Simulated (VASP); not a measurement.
Sc3As:

```
Sc As
1.0
    -2.72157    2.72157    2.72157
     2.72157   -2.72157    2.72157
     2.72157    2.72157   -2.72157
Sc As
3 1
Direct
  0.00000 0.50000 0.50000
  0.50000 0.00000 0.50000
  0.50000 0.50000 0.00000
  0.00000 0.00000 0.00000
```

The cell was generated, and may not be a known phase.

| Quantity | Value |
| --- | --- |
| Program | VASP 6.6.1 |
| Task | relaxation of cell and atoms |
| Functional | PBE |
| Potentials or basis | VASP PAW PBE potentials, release 64 (Sc_sv, As) |
| Cutoff | 600 eV |
| k mesh | 4 × 4 × 4 |
| Occupations | gaussian, width 0.1 eV |
| Spin | no spin polarisation |

At the start: pressure 10.3 GPa; volume 20.16 Å³/atom.

Q: How do energy, volume and symmetry change on relaxing?

A: Over 3 steps the energy falls by 99.7 meV/atom and the volume is 23.69 Å³/atom (+17.5 %); space group Im-3m (No. 229, to 0.1 Å) before and after.

Step by step:
| step | energy change (eV) | largest force (eV/Å) | pressure (GPa) | volume (Å³) |
| --- | --- | --- | --- | --- |
| 1 | 0.0000 | 0.0000 | 10.29 | 80.63 |
| 2 | -0.3939 | 0.0000 | -0.85 | 96.70 |
| 3 | -0.3989 | 0.0000 | 0.04 | 94.76 |

Final structure:
```yaml
crystal:
  lattice:
    - [-2.87200, 2.87200, 2.87200]
    - [2.87200, -2.87200, 2.87200]
    - [2.87200, 2.87200, -2.87200]
  atoms:
    - { symbol: Sc, position: [0.00000, 0.50000, 0.50000] }
    - { symbol: Sc, position: [0.50000, 0.00000, 0.50000] }
    - { symbol: Sc, position: [0.50000, 0.50000, 0.00000] }
    - { symbol: As, position: [0.00000, 0.00000, 0.00000] }
```

Caveat: the k points lie up to 0.39 Å⁻¹ apart in the final cell, too coarse for converged energies and pressures of a metal; the volume moved by over 15 % at a fixed basis, so the end points are rough.
